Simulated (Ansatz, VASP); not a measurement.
Given: the input of a run of Ansatz 0.2.0 on GaN.

Contents of input.yaml:

```yaml
crystal:
  lattice:
    - [0.0, 2.2535006075, 2.2535006075]
    - [2.2535006075, 0.0, 2.2535006075]
    - [2.2535006075, 2.2535006075, 0.0]
  atoms:
    - { symbol: Ga, position: [0.0, 0.0, 0.0] }
    - { symbol: "N", position: [0.25, 0.25, 0.25] }
kpoints:
  mp_grid: { grid: [10, 10, 10] }
scf:
  occupations: { method: gaussian, width: 0.05 }
hamiltonian:
  xc: pbe
  pseudopotentials: { kind: all_electron, lapw: { basis_error: 0.001 } }
output:
  forces: true
  stress: true
  eigenvalues: true
```

Potentials or basis: all-electron LAPW, scalar-relativistic.

The run is started by

```console
$ ansatz run input.yaml --threads 1 --pin off --max-ram 3072MiB --backend cpu --events-out ev --progress --plain --runs-dir out
```

Question: Set up the same calculation for VASP 6.6.1. Potentials there: VASP PAW PBE potentials, release 64 (Ga_d, N).

Answer: As run (the cutoff follows the program's own potentials):

File INCAR:

```
SYSTEM = GaN
PREC     = Accurate       ! precision mode
ENCUT    = 520            ! plane-wave cutoff, eV
EDIFF    = 1E-6           ! SCF threshold, eV
ISMEAR   = 0              ! smearing method
SIGMA    = 0.05           ! smearing width, eV
LREAL    = .False.        ! projectors in reciprocal space
LASPH    = .True.         ! aspherical terms in the spheres
NELM     = 100            ! most SCF steps
ALGO     = Normal         ! electronic algorithm
ISIF     = 2              ! what is computed and relaxed
LWAVE    = .False.        ! write WAVECAR
LCHARG   = .False.        ! write CHGCAR
GGA      = PE             ! functional
NBANDS   = 16             ! bands
```

The input KPOINTS:

```
Automatic mesh
0
Gamma
  10 10 10
  0 0 0
```

POSCAR

```
GaN
1.0
    0.0000000000      2.2535006075      2.2535006075
    2.2535006075      0.0000000000      2.2535006075
    2.2535006075      2.2535006075      0.0000000000
Ga N
1 1
Direct
    0.0000000000      0.0000000000      0.0000000000
    0.2500000000      0.2500000000      0.2500000000
```

Potentials or basis: VASP PAW PBE potentials, release 64 (Ga_d, N).

Run with:

```sh
$ cat potpaw_PBE.64/Ga_d/POTCAR potpaw_PBE.64/N/POTCAR > POTCAR
$ mpirun -np 1 vasp_std > vasp.out
```

Both were run:

|  | VASP | Ansatz | Ansatz less VASP |
| --- | --- | --- | --- |
| gap on the k mesh at the Fermi level (eV) | 1.72 | 1.73 | +0.010 |
| least direct gap on the mesh (eV) | 1.72 | 1.73 | +0.010 |
| pressure (GPa) | 5.1 | 4.9 | -0.16 |

Ansatz ran all-electron here, and VASP with PAW potentials.
